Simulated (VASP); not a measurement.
Input of a VASP 6.6.1 run:

INCAR

```
SYSTEM = SiAsP3
ALGO = Normal
EDIFF = 1E-6
ENCUT = 520
GGA = PS
ISIF = 2
ISMEAR = -1
LASPH = .True.
LCHARG = .True.
LELF = .True.
LREAL = .False.
LVHAR = .True.
LWAVE = .False.
NBANDS = 35
NELM = 100
PREC = Accurate
SIGMA = 0.05
```

Contents of KPOINTS:

```
k-points
0
Gamma
  4 4 2
  0 0 0
```

The input POSCAR:

```
SiAsP3
1.0
    4.2615974398     -0.3834874007      0.2347823047
   -0.3751553471      4.3544714823      0.4450454395
    0.4677884275      0.8856845645     10.0620595155
Si As P
2 2 6
Direct
   -0.1069027410      0.0802663305     -0.0496513496
   -0.1385797420     -0.0471071022      0.3558448758
    0.2727244672      0.4121213942      0.2597740746
    0.7192231195      0.5379243768      0.7216329002
   -0.0252985051      0.7786903187      0.1540373900
    0.3128913838     -0.2228788239      0.4421128320
    0.6588819235      0.4813744776      0.0405854131
    0.1107165308      0.6272595893      0.8681616386
    0.8321083475      0.0987267851      0.6136247781
    0.3626127823      0.1904876560      0.5428558043
```

Potentials or basis: VASP PAW PBE potentials, release 64 (Si, As, P).

Launch:

```sh
$ cat potpaw_PBE.64/Si/POTCAR potpaw_PBE.64/As/POTCAR potpaw_PBE.64/P/POTCAR > POTCAR
$ mpirun -np 1 vasp_std > vasp.out
```

**Question.** Estimate the band gap on the k mesh.

**Answer.** Zero (bands 24 and 25 overlap by 1.98 eV).

**Question.** Estimate the pressure.

**Answer.** 0.2 GPa.

**Question.** What does it give for the largest force?

**Answer.** 0.033 eV/Å.

Forces on the atoms (eV/Å):
```
Si  -0.005 -0.001 -0.003
Si  -0.023 -0.016  0.010
As   0.030 -0.007  0.011
As  -0.020 -0.005 -0.008
P   -0.022  0.010 -0.017
P    0.000  0.009  0.009
P    0.028  0.009 -0.002
P    0.007  0.007  0.015
P    0.010  0.001 -0.016
P   -0.004 -0.006  0.000
```

Caveat: the k points lie up to 0.37 Å⁻¹ apart, too coarse for converged energies and pressures of a metal; the PAW data sets were made with another functional, which shifts forces and pressure a little.
